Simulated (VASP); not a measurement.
# BeTe (P6_3/mmc) in VASP: a series of runs

The runs below take BeTe through single point, with PBE, r2SCAN.

Program: VASP 6.6.1. These are calculated values, not measurements. Logs are shortened: lines on timing, memory, paths and dates and some standing lists are left out, and cuts for length are marked.

### 1 The cell of the first run

Symmetry: P6_3/mmc, No. 194, hexagonal system. The conventional cell has a = 4.031 Å, b = 4.031 Å, c = 8.144 Å, α = 90.00°, β = 90.00°, γ = 120.00°. Within 3.1 Å of Be (site symmetry -6m2) lie 3 Te at 2.33 Å. Te (site symmetry -6m2) has 3 Be at 2.33 Å within 3.1 Å.

### 2 Single point, PBE

INCAR

```
ALGO     = Normal         # electronic algorithm
EDIFF    = 1E-7           # SCF threshold, eV
ENCUT    = 520            # plane-wave cutoff, eV
GGA      = PE             # functional
ISIF     = 2              # what is computed and relaxed
ISMEAR   = 0              # smearing method
LASPH    = True           # aspherical terms in the spheres
LCHARG   = False          # write CHGCAR
LREAL    = False          # projectors in reciprocal space
LWAVE    = False          # write WAVECAR
NBANDS   = 16             # bands
NELM     = 80             # most SCF steps
PREC     = Accurate       # precision mode
SIGMA    = 0.01           # smearing width, eV
```

KPOINTS

```
k-points
0
Gamma
  12 12 4
```

POSCAR

```
BeTe
1.0
    4.0308527050      0.0000000000      0.0000000000
   -2.0154263525      3.4908208414      0.0000000000
    0.0000000000      0.0000000000      8.1440452969
Be Te
2 2
Direct
    0.3333333333      0.6666666667      0.2500000000
    0.6666666667      0.3333333333      0.7500000000
    0.6666666667      0.3333333333      0.2500000000
    0.3333333333      0.6666666667      0.7500000000
```

Potentials or basis: VASP PAW PBE potentials, release 64 (Be, Te).

Launch:

```sh
$ cat potpaw_PBE.64/Be/POTCAR potpaw_PBE.64/Te/POTCAR > POTCAR
$ mpirun -np 1 vasp_std > vasp.out
```

OUTCAR:

```text
EDIFF = 1E-7
   ENCUT = 520
   GGA = PE
   ISIF = 2
   ISMEAR = 0
   LASPH = True
   LREAL = False
   NELM = 80
   PREC = Accurate

 ion  position               nearest neighbor table
   1  0.333  0.667  0.250-   3 2.33   3 2.33   3 2.33
   2  0.667  0.333  0.750-   4 2.33   4 2.33   4 2.33
   3  0.667  0.333  0.250-   1 2.33   1 2.33   1 2.33
   4  0.333  0.667  0.750-   2 2.33   2 2.33   2 2.33

  LATTYP: Found a hexagonal cell.
 ALAT       =     4.0308527050
 C/A-ratio  =     2.0204274115

  Lattice vectors:

 A1 = (   4.0308527050,   0.0000000000,   0.0000000000)
 A2 = (  -2.0154263525,   3.4908208414,   0.0000000000)
 A3 = (   0.0000000000,   0.0000000000,   8.1440452969)

Analysis of symmetry for initial positions (statically):
=====================================================================
 Subroutine PRICEL returns:
 Original cell was already a primitive cell.

 Routine SETGRP: Setting up the symmetry group for a
 hexagonal supercell.

 Subroutine GETGRP returns: Found 24 space group operations
 (whereof 12 operations were pure point group operations)
 out of a pool of 24 trial point group operations.

The static configuration has the point symmetry D_3d.
 The point group associated with its full space group is D_6h.

Analysis of symmetry for dynamics (positions and initial velocities):
=====================================================================
 Subroutine PRICEL returns:
 Original cell was already a primitive cell.

 Routine SETGRP: Setting up the symmetry group for a
 hexagonal supercell.

 Subroutine GETGRP returns: Found 24 space group operations
 (whereof 12 operations were pure point group operations)
 out of a pool of 24 trial point group operations.

The dynamic configuration has the point symmetry D_3d.
 The point group associated with its full space group is D_6h.

 Subroutine INISYM returns: Found 24 space group operations
 (whereof 12 operations are pure point group operations),
 and found     1 'primitive' translations

----------------------------------------------------------------------------------------

                                     Primitive cell

  volume of cell :     114.5947

  direct lattice vectors                    reciprocal lattice vectors
     4.030852705  0.000000000  0.000000000     0.248086465  0.143232788  0.000000000
    -2.015426353  3.490820841  0.000000000     0.000000000  0.286465575  0.000000000
[... 86 lines left out ...]
   LASPH  =      T    aspherical Exc in radial PAW
   ENCUT  =  520.0 eV  38.22 Ry    6.18 a.u.   7.49  7.49 15.14*2*pi/ulx,y,z
   NELM   =     80;   NELMIN=  2; NELMDL= -5     # of ELM steps
   EDIFF  = 0.1E-06   stopping-criterion for ELM
   LREAL  =      F    real-space projection
   EDIFFG = 0.1E-05   stopping-criterion for IOM
   NSW    =      0    number of steps for IOM
   IBRION =     -1    ionic relax: 0-MD 1-quasi-New 2-CG
   NFREE  =      0    steps in history (QN), initial steepest desc. (CG)
   ISIF   =      2    stress and relaxation
   ISYM   =      2    0-nonsym 1-usesym 2-fastsym
   POTIM  = 0.5000    time-step for ionic-motion
   TEBEG  =    0.0;   TEEND  =   0.0 temperature during run
   PSTRESS=    0.0 pullay stress
   NELECT =      16.0000    total number of electrons
   NUPDOWN=      -1.0000    fix difference up-down
   EMIN   =  10.00;   EMAX   =-10.00  energy-range for DOS
   EFERMI =   0.00;   METHOD = LEGACY
   ISMEAR =     0;   SIGMA  =   0.01  broadening in eV -4-tet -1-fermi 0-gaus
   EFERMI_NEDOS =   21; number of points for ismear=-14 and -15
   IALGO  =     38    algorithm
   IMIX   =      4    mixing-type and parameters
     AMIX     =   0.40;   BMIX     =  1.00
     AMIX_MAG =   1.60;   BMIX_MAG =  1.00
  volume/ion in A,a.u.               =      28.65       193.33
  Fermi-wavevector in a.u.,A,eV,Ry     =   0.849298  1.604940  9.813971  0.721307
  Thomas-Fermi vector in A             =   1.965096
   LORBIT       =      0    0 simple, 1 ext, 2 COOP (PROOUT), +10 PAW based schemes
   GGA     = PE    functional components
   LHFCALC =     F    Hartree Fock is set to
   AEXX    =    0.0000 exact exchange contribution
   IVDW    =     0    specifies the selected vdW correction
   LEPSILON=     F    determine dielectric tensor
   LRPA    =     F    only Hartree local field effects (RPA)
 non-spin polarized calculation
 Gauss-broadening in eV      SIGMA  =   0.01
  energy-cutoff  :      520.00
  volume of cell :      114.59
 maximum number of plane-waves:      3116
 NGX is ok and might be reduce to    30
   NGX = 15   NGY = 15   NGZ = 31

 number of electron      16.0000001 magnetization

 Free energy of the ion-electron system (eV)
  ---------------------------------------------------
  ext. energy  EPLUGINS =         0.00000000
  ---------------------------------------------------
  free energy    TOTEN  =       -14.28462358 eV

  energy without entropy =      -14.28462358  energy(sigma->0) =      -14.28462358

 E-fermi :   2.4527     XC(G=0):  -7.9050

 val. band max:        2.3733199109   @ k =   0.2500   0.2500   0.0000
 cond. band min:       4.9603463633   @ k =   0.5000  -0.0000   0.2500
 fundamental gap:      2.5870264524
 Fermi energy:         2.4526677153

 k-point     1 :       0.0000    0.0000    0.0000
  band No.  band energies     occupation
      1      -8.7844      2.00000
      2      -8.4921      2.00000
      3      -0.6612      2.00000
      4       1.6425      2.00000
      5       1.6425      2.00000
      6       1.6505      2.00000
[... 433 lines left out ...]
      3      -1.5001      2.00000
      4      -1.3683      2.00000
      5       0.5511      2.00000
      6       0.6834      2.00000
[... 8 lines left out ...]
     15      10.3829      0.00000
     16      10.5835      0.00000

 [... further k-points ...]
[... 5 lines left out ...]
  --------------------------------------------------------------------------------------
  -------------------------------------------------------------------------------------
  Total        0.3686362      0.3686362      0.1788891      0.0000000     -0.0000000      0.0000000
  in kB        5.1539939      5.1539939      2.5010920      0.0000000     -0.0000000      0.0000000
  external PRESSURE =       4.2696933 kB  Pullay stress =       0.0000000 kB

 VOLUME and BASIS-vectors are now :
 -----------------------------------------------------------------------------
  energy-cutoff  :      520.00
  volume of cell :      114.59
      direct lattice vectors                 reciprocal lattice vectors
     4.030852705  0.000000000  0.000000000     0.248086465  0.143232788  0.000000000
    -2.015426353  3.490820841  0.000000000     0.000000000  0.286465575  0.000000000
     0.000000000  0.000000000  8.144045297     0.000000000  0.000000000  0.122789101

 POSITION                                       TOTAL-FORCE (eV/Angst)
 -----------------------------------------------------------------------------------
     -0.00000      2.32721      2.03601         0.000000     -0.000000      0.000000
      2.01543      1.16361      6.10803        -0.000000      0.000000      0.000000
      2.01543      1.16361      2.03601        -0.000000      0.000000     -0.000000
     -0.00000      2.32721      6.10803         0.000000     -0.000000      0.000000
 -----------------------------------------------------------------------------------
    total drift:                               -0.000000      0.000000      0.000000

  FREE ENERGIE OF THE ION-ELECTRON SYSTEM (eV)
  ---------------------------------------------------
  free  energy   TOTEN  =       -14.2846235786 eV

  energy  without entropy=      -14.2846235786  energy(sigma->0) =      -14.28462358
```

Run time: 2 min. Hardware: 1 thread of Intel Xeon Platinum 8488C (Sapphire Rapids), shared host; peak memory 0.28 GiB.

Results:

```yaml
Free_energy: -14.2846 eV
Pressure: 0.4 GPa
Band_gap_on_the_k_mesh: 2.59 eV, indirect (least direct gap 2.77 eV)
```

Levels at points of the mesh, in eV from the valence-band top:
```csv
k point,band 4,band 5,band 6,band 7,band 8,band 9,band 10,band 11,band 12,band 13
"(0.00, 0.00, 0.00)",-0.73,-0.73,-0.72,-0.55,-0.55,3.49,3.55,4.52,4.52,4.86
"(0.50, 0.00, 0.00)",-4.51,-2.12,-1.89,-1.19,-0.13,2.75,3.00,3.50,4.05,7.12
"(0.00, 0.00, 0.50)",-2.09,-0.64,-0.64,-0.64,-0.64,3.75,3.75,4.68,4.68,4.68
"(0.50, 0.00, 0.50)",-4.61,-2.01,-2.01,-0.52,-0.52,2.79,2.79,3.26,3.26,8.35
```

Caveat: spin-orbit coupling is left out, which moves the levels of the heavy elements. A k mesh can miss the band edges.

### 3 Single point, r2SCAN

POSCAR is that of step 2.

INCAR.step1

```
PREC     = Accurate       # precision mode
ENCUT    = 520            # plane-wave cutoff, eV
ISMEAR   = 0              # smearing method
SIGMA    = 0.01           # smearing width, eV
LREAL    = F              # projectors in reciprocal space
LASPH    = T              # aspherical terms in the spheres
NELM     = 80             # most SCF steps
NBANDS   = 16             # bands
GGA      = PE             # functional
ALGO     = Normal         # electronic algorithm
EDIFF    = 1E-4           # SCF threshold, eV
LWAVE    = T              # write WAVECAR
LCHARG   = F              # write CHGCAR
```

INCAR.step2

```
PREC     = Accurate       # precision mode
ENCUT    = 520            # plane-wave cutoff, eV
EDIFF    = 1E-7           # SCF threshold, eV
ISMEAR   = 0              # smearing method
SIGMA    = 0.01           # smearing width, eV
LREAL    = F              # projectors in reciprocal space
LASPH    = T              # aspherical terms in the spheres
NELM     = 80             # most SCF steps
ALGO     = Normal         # electronic algorithm
ISIF     = 2              # what is computed and relaxed
LWAVE    = F              # write WAVECAR
LCHARG   = F              # write CHGCAR
METAGGA  = R2SCAN         # meta-GGA
LMIXTAU  = T            
NBANDS   = 16             # bands
ISTART   = 1
```

KPOINTS

```
Automatic mesh
0
Gamma
  12 12 4
```

Potentials or basis: VASP PAW PBE potentials, release 64 (Be, Te).

Launch:

```sh
$ cat potpaw_PBE.64/Be/POTCAR potpaw_PBE.64/Te/POTCAR > POTCAR
$ cp INCAR.step1 INCAR
$ mpirun -np 1 vasp_std > vasp.out
$ cp INCAR.step2 INCAR
$ mpirun -np 1 vasp_std > vasp.out
```

It took 7.7 min on 1 thread of Intel Xeon Platinum 8488C (Sapphire Rapids), shared host; peak memory 0.3 GiB.

It converged, with:

| Quantity | Value |
| --- | --- |
| Free energy | -60.4469 eV |
| Pressure | 0.0 GPa |
| Band gap on the k mesh | 3.04 eV, indirect (least direct gap 3.22 eV) |

Stress tensor (GPa, compression positive):
```
 0.07  0.00  0.00
 0.00  0.07  0.00
 0.00  0.00 -0.01
```

Levels at points of the mesh, in eV from the valence-band top:
```
           k point  band 5  band 6  band 7  band 8  band 9  band 10  band 11  band 12
(0.00, 0.00, 0.00)   -0.73   -0.72   -0.54   -0.54    4.15     4.16     4.94     4.94
(0.50, 0.00, 0.00)   -2.18   -1.94   -1.18   -0.13    3.20     3.42     3.99     4.56
(0.00, 0.00, 0.50)   -0.64   -0.64   -0.64   -0.64    4.39     4.39     5.11     5.11
(0.50, 0.00, 0.50)   -2.06   -2.06   -0.52   -0.52    3.24     3.24     3.71     3.71
```

Caveat: the PAW data sets were made with another functional, which shifts forces and pressure a little; spin-orbit coupling is left out, which moves the levels of the heavy elements.
